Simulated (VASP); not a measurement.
**NbAs: single point with PBE**

NbAs:

```xyz
2
Lattice="0.0000 2.9068 2.9068 2.9068 0.0000 2.9068 2.9068 2.9068 0.0000" Properties=species:S:1:pos:R:3 pbc="T T T"
Nb    0.0000    0.0000    0.0000
As    1.4534    1.4534    1.4534
```

```yaml
Program: VASP 6.6.1
Task: single point
Functional: PBE
Potentials_or_basis: VASP PAW PBE potentials, release 64 (Nb_sv, As)
Cutoff: 500 eV
k_mesh: 12 × 12 × 12
Occupations: gaussian, width 0.1 eV
Spin: collinear spin
Starting_moments: "[1.2, -0.04] μB"
Fixed_moment: 1.75 μB
```

| Property | Result |
| --- | --- |
| Pressure | 4.2 GPa |
| Net moment | 1.75 μB per cell |
| Site moments | Nb +1.30; As -0.05 μB |
| Valence electrons inside the program's atomic spheres | Nb 10.70; As 2.95 |

It took 2.9 min on 1 thread of AMD EPYC 7R13 (shared host), peak memory 0.23 GiB.

Caveat: the cell stands under pressure; the total moment is fixed, so each spin has its own Fermi level.
